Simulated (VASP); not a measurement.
Input of a VASP 6.6.1 run:

The input POSCAR:

```
BiB
1.0
    4.2114056334      0.0000000000      0.0000000000
   -2.1057028167      3.6471842642      0.0000000000
    0.0000000000      0.0000000000      5.3127445850
B Bi
2 2
Direct
    0.3333333333      0.6666666667      0.2500000000
    0.6666666667      0.3333333333      0.7500000000
    0.6666666667      0.3333333333      0.2500000000
    0.3333333333      0.6666666667      0.7500000000
```

File INCAR.step1:

```
SYSTEM = BiB
  ALGO = Normal
  EDIFF = 1E-4
  ENCUT = 600
  GGA = PE
  ISMEAR = -1
  LASPH = .True.
  LCHARG = .False.
  LREAL = .False.
  LWAVE = .True.
  NELM = 100
  PREC = Accurate
  SIGMA = 0.03
```

The input INCAR.step2:

```
SYSTEM = BiB
  ALGO = Normal
  BPARAM = 11.95
  CPARAM = 0.0093
  EDIFF = 1E-6
  EDIFFG = -0.01
  ENCUT = 600
  IBRION = 2
  ISIF = 3
  ISMEAR = -1
  ISTART = 1
  IVDW_NL = 2
  LASPH = .True.
  LCHARG = .False.
  LMIXTAU = .True.
  LREAL = .False.
  LUSE_VDW = .True.
  LWAVE = .False.
  METAGGA = R2SCAN
  NELM = 100
  NSW = 100
  PREC = Accurate
  SIGMA = 0.03
```

KPOINTS

```
k-points
0
Gamma
  6 6 4
  0 0 0
```

Potentials or basis: VASP PAW PBE potentials, release 64 (B, Bi_d).

Launch:

```bash
$ cat potpaw_PBE.64/B/POTCAR potpaw_PBE.64/Bi_d/POTCAR > POTCAR
$ cp INCAR.step1 INCAR
$ mpirun -np 1 vasp_std > vasp.out
$ cp INCAR.step2 INCAR
$ mpirun -np 1 vasp_std > vasp.out
```

**Question.** What does it give for the space group after relaxing (to 0.05 Å)?

**Answer.** P6_3/mmc (No. 194).

**Question.** Predict the band gap on the k mesh.

**Answer.** Zero (band 18 reaches 7.93 eV, above the bottom of band 19 at 5.44 eV).

Final structure:
```
B Bi
1.0
     4.22602    0.00000    0.00000
    -2.11301    3.65984    0.00000
     0.00000    0.00000    5.35355
B Bi
2 2
Direct
  0.33333 0.66667 0.25000
  0.66667 0.33333 0.75000
  0.66667 0.33333 0.25000
  0.33333 0.66667 0.75000
```

Caveat: spin-orbit coupling is left out, which moves the levels of the heavy elements.
